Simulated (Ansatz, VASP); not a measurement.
## Cr: VASP beside Ansatz

File POSCAR:

```
Cr
1.0
    4.3675530935      0.0000000000      0.0000000000
   -2.1837765467      3.7824119313      0.0000000000
    0.0000000000      0.0000000000      2.3566037629
Cr
3
Direct
    0.0000000000      1.0000000000      0.0000000000
    0.3333333333      0.6666666667      0.5000000000
    0.6666666667      0.3333333333      0.5000000000
```

The input INCAR.step1:

```
SYSTEM = Cr
PREC = Accurate ; ENCUT = 520
ISMEAR = -1 ; SIGMA = 0.1
LREAL = .False. ; LASPH = .True.
NELM = 100 ; NBANDS = 25
GGA = PE ; ALGO = Normal
EDIFF = 1E-4 ; LWAVE = .True.
LCHARG = .False.
```

File INCAR.step2:

```
SYSTEM = Cr
PREC = Accurate ; ENCUT = 520
EDIFF = 1E-7 ; ISMEAR = -1
SIGMA = 0.1 ; LREAL = .False.
LASPH = .True. ; NELM = 100
ALGO = Normal ; ISIF = 2
LWAVE = .False. ; LCHARG = .True.
METAGGA = R2SCAN ; LMIXTAU = .True.
LELF = .True. ; LVHAR = .True.
NBANDS = 25 ; ISTART = 1
```

KPOINTS

```
regular mesh
0
Gamma
  10 10 15
  0 0 0
```

Input for Ansatz:

```yaml
crystal:
  lattice:
    - [4.3675530935, 0.0, 0.0]
    - [-2.1837765467, 3.7824119313, 0.0]
    - [0.0, 0.0, 2.3566037629]
  atoms:
    - { symbol: Cr, position: [0.0, 1.0, 0.0] }
    - { symbol: Cr, position: [0.3333333333, 0.6666666667, 0.5] }
    - { symbol: Cr, position: [0.6666666667, 0.3333333333, 0.5] }
hamiltonian:
  xc: r2scan
  pseudopotentials:
    kind: paw
    azcp:
      Cr: "pseudopotentials/Cr.paw.azcp"
basis:
  ecutwfc: 500
  fft_grid_basis: typed
kpoints:
  mp_grid: { grid: [10, 10, 15], shift: [0, 0, 0] }
magnetization:
  spin_polarized: false
scf:
  occupations: { method: fermi_dirac, width: 0.1 }
  lower_state_search: "off"
output:
  stress: true
```

Alike in both runs: task single point; functional r2SCAN; k mesh 10 × 10 × 15; occupations fermi-dirac, width 0.1 eV; no spin polarisation.

```csv
,VASP,Ansatz
version,VASP 6.6.1,Ansatz 0.2.0
potentials or method,"VASP PAW PBE potentials, release 64 (Cr_pv), cutoff 520 eV","plane waves (500 eV) with PAW, scalar-relativistic"
valence electrons in the cell,36,42
```

Ansatz gave:

- pressure (GPa): -22.7
- traceless stress, the component that is largest in VASP (GPa): -0.30

Q: Estimate VASP's values.

A: Pressure (GPa): -22.3; traceless stress, the component that is largest in VASP (GPa): -0.12.

VASP's potentials were made for PBE, not for r2SCAN. VASP's potentials hold 36 valence electrons a cell and Ansatz's 42, so a difference there can come from the potentials and not from the codes.
